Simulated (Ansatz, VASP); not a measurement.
## One calculation of Rh, two programs

File POSCAR:

```
Rh
1.0
    2.7737642509      0.0000000000      0.0000000000
   -1.3868821254      2.4021503054      0.0000000000
    0.0000000000      0.0000000000      4.4700974530
Rh
2
Direct
    0.3333333333      0.6666666667      0.2500000000
    0.6666666667      0.3333333333      0.7500000000
```

Contents of INCAR.step1:

```
SYSTEM = Rh
PREC = Accurate
ENCUT = 520
ISMEAR = -1
SIGMA = 0.1
LREAL = .False.
LASPH = .True.
NELM = 80
NBANDS = 22
GGA = PE
ALGO = Normal
EDIFF = 1E-4
LWAVE = .True.
LCHARG = .False.
```

INCAR.step2

```
SYSTEM = Rh
PREC = Accurate
ENCUT = 520
EDIFF = 1E-7
ISMEAR = -1
SIGMA = 0.1
LREAL = .False.
LASPH = .True.
NELM = 80
ALGO = Normal
ISIF = 2
LWAVE = .False.
LCHARG = .False.
METAGGA = R2SCAN
LMIXTAU = .True.
NBANDS = 22
ISTART = 1
```

File KPOINTS:

```
regular mesh
0
Gamma
  15 15 8
  0 0 0
```

Input for Ansatz:

```yaml
crystal:
  lattice:
    - [2.7737642509, 0.0, 0.0]
    - [-1.3868821254, 2.4021503054, 0.0]
    - [0.0, 0.0, 4.470097453]
  atoms:
    - { symbol: Rh, position: [0.3333333333, 0.6666666667, 0.25] }
    - { symbol: Rh, position: [0.6666666667, 0.3333333333, 0.75] }
hamiltonian:
  xc: r2scan
  pseudopotentials:
    kind: paw
    azcp:
      Rh: "pseudopotentials/Rh.paw.azcp"
basis:
  ecutwfc: 500
  fft_grid_basis: typed
kpoints:
  mp_grid: { grid: [15, 15, 8], shift: [0, 0, 0] }
magnetization:
  spin_polarized: false
scf:
  occupations: { method: fermi_dirac, width: 0.1 }
  lower_state_search: "off"
output:
  stress: true
```

Alike in both runs: task single point; functional r2SCAN; k mesh 15 × 15 × 8; occupations fermi-dirac, width 0.1 eV; no spin polarisation.

|  | VASP | Ansatz |
| --- | --- | --- |
| version | VASP 6.6.1 | Ansatz 0.2.0 |
| potentials or method | VASP PAW PBE potentials, release 64 (Rh_pv), cutoff 520 eV | plane waves (500 eV) with PAW, scalar-relativistic |
| valence electrons in the cell | 30 | 34 |

|  | VASP | Ansatz | Ansatz less VASP |
| --- | --- | --- | --- |
| pressure (GPa) | -16.6 | -17.5 | -0.82 |
| traceless stress, the component that is largest in VASP (GPa) | -0.52 | -0.55 | -0.026 |

VASP's potentials were made for PBE, not for r2SCAN. With one functional, cell and mesh, what is left measures potentials, basis and numerics. VASP's potentials hold 30 valence electrons a cell and Ansatz's 34, so a difference there can come from the potentials and not from the codes.
